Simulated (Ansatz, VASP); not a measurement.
One calculation of Ir, two programs

```
Ir
1.0
     2.78669    0.00000    0.00000
    -1.39335    2.41335    0.00000
     0.00000    0.00000    9.10362
Ir
4
Direct
  0.00000 0.00000 0.00000
  0.00000 0.00000 0.50000
  0.33333 0.66667 0.25000
  0.66667 0.33333 0.75000
```

Alike in both runs: task single point; functional RPBE; k mesh 15 × 15 × 4; occupations fermi-dirac, width 0.1 eV; no spin polarisation.

```csv
,VASP,Ansatz
version,VASP 6.6.1,Ansatz 0.2.0
potentials or method,"VASP PAW PBE potentials, release 64 (Ir), cutoff 520 eV","plane waves (420 eV) with PAW, scalar-relativistic"
valence electrons in the cell,36,68
```

|  | VASP | Ansatz | Ansatz less VASP |
| --- | --- | --- | --- |
| pressure (GPa) | -11.5 | -11.7 | -0.25 |
| traceless stress, the component that is largest in VASP (GPa) | -0.06 | -0.07 | -0.013 |

VASP's potentials were made for PBE, not for RPBE. VASP's potentials hold 36 valence electrons a cell and Ansatz's 68, so a difference there can come from the potentials and not from the codes.

Spin-orbit coupling is off throughout.
